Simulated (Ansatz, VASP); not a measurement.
# Two plane-wave programs on In2O3

The input POSCAR:

```
In2O3
1.0
    2.8916334180      1.6694853323      4.8534198843
   -2.8916334180      1.6694853323      4.8534198843
    0.0000000000     -3.3389706646      4.8534198843
In O
4 6
Direct
    0.3570704061      0.3570704061      0.3570704061
    0.1429295939      0.1429295939      0.1429295939
    0.6429295939      0.6429295939      0.6429295939
    0.8570704061      0.8570704061      0.8570704061
    0.5465740402      0.9534259598      0.2500000000
    0.2500000000      0.5465740402      0.9534259598
    0.9534259598      0.2500000000      0.5465740402
    0.4534259598      0.0465740402      0.7500000000
    0.7500000000      0.4534259598      0.0465740402
    0.0465740402      0.7500000000      0.4534259598
```

Contents of INCAR.step1:

```
ALGO     = Normal         # electronic algorithm
EDIFF    = 1E-4           # SCF threshold, eV
ENCUT    = 520            # plane-wave cutoff, eV
GGA      = PE             # functional
ISMEAR   = 0              # smearing method
LASPH    = T              # aspherical terms in the spheres
LCHARG   = F              # write CHGCAR
LREAL    = F              # projectors in reciprocal space
LWAVE    = T              # write WAVECAR
NBANDS   = 55             # bands
NELM     = 100            # most SCF steps
PREC     = Accurate       # precision mode
SIGMA    = 0.05           # smearing width, eV
```

INCAR.step2

```
ALGO     = Normal         # electronic algorithm
EDIFF    = 1E-7           # SCF threshold, eV
ENCUT    = 520            # plane-wave cutoff, eV
ISIF     = 2              # what is computed and relaxed
ISMEAR   = 0              # smearing method
ISTART   = 1            
LASPH    = T              # aspherical terms in the spheres
LCHARG   = F              # write CHGCAR
LMIXTAU  = T            
LREAL    = F              # projectors in reciprocal space
LWAVE    = F              # write WAVECAR
METAGGA  = R2SCAN         # meta-GGA
NBANDS   = 55             # bands
NELM     = 100            # most SCF steps
PREC     = Accurate       # precision mode
SIGMA    = 0.05           # smearing width, eV
```

The input KPOINTS:

```
k-points
0
Gamma
  6 6 6
```

Input for Ansatz:

```yaml
crystal:
  lattice:
    - [2.891633418, 1.6694853323, 4.8534198843]
    - [-2.891633418, 1.6694853323, 4.8534198843]
    - [0.0, -3.3389706646, 4.8534198843]
  atoms:
    - { symbol: In, position: [0.3570704061, 0.3570704061, 0.3570704061] }
    - { symbol: In, position: [0.1429295939, 0.1429295939, 0.1429295939] }
    - { symbol: In, position: [0.6429295939, 0.6429295939, 0.6429295939] }
    - { symbol: In, position: [0.8570704061, 0.8570704061, 0.8570704061] }
    - { symbol: O, position: [0.5465740402, 0.9534259598, 0.25] }
    - { symbol: O, position: [0.25, 0.5465740402, 0.9534259598] }
    - { symbol: O, position: [0.9534259598, 0.25, 0.5465740402] }
    - { symbol: O, position: [0.4534259598, 0.0465740402, 0.75] }
    - { symbol: O, position: [0.75, 0.4534259598, 0.0465740402] }
    - { symbol: O, position: [0.0465740402, 0.75, 0.4534259598] }
basis:
  ecutwfc: 500
kpoints:
  mp_grid: { grid: [6, 6, 6] }
hamiltonian:
  xc: r2scan
scf:
  occupations: { method: gaussian, width: 0.05 }
output:
  forces: true
  stress: true
  eigenvalues: true
```

Change from the starting cell: strain +0.050 along x and y, +0.000 along z, atoms carried along.

Alike in both runs: task single point; functional r2SCAN; k mesh 6 × 6 × 6; occupations gaussian, width 0.05 eV; no spin polarisation.

|  | VASP | Ansatz |
| --- | --- | --- |
| version | VASP 6.6.1 | Ansatz 0.2.0 |
| potentials or method | VASP PAW PBE potentials, release 64 (In_d, O), cutoff 520 eV | scalar-relativistic, plane waves, PAW |
| valence electrons in the cell | 88 | 88 |

Ansatz gave:

- gap on the k mesh at the Fermi level (eV): 1.03
- least direct gap on the mesh (eV): 1.24
- pressure (GPa): -14.6
- traceless stress, the component that is largest in VASP (GPa): 6.60
- rms of the force components (eV/Å): 0.038

Question: Estimate VASP's values.

Answer: gap on the k mesh at the Fermi level (eV): 1.03; least direct gap on the mesh (eV): 1.24; pressure (GPa): -13.9; traceless stress, the component that is largest in VASP (GPa): 6.51; rms of the force components (eV/Å): 0.046.

VASP's potentials were made for PBE, not for r2SCAN. Atom by atom the forces differ by 0.009 eV/Å (rms over components). The functional is the same, so the differences come from potentials, cutoffs and numerics.
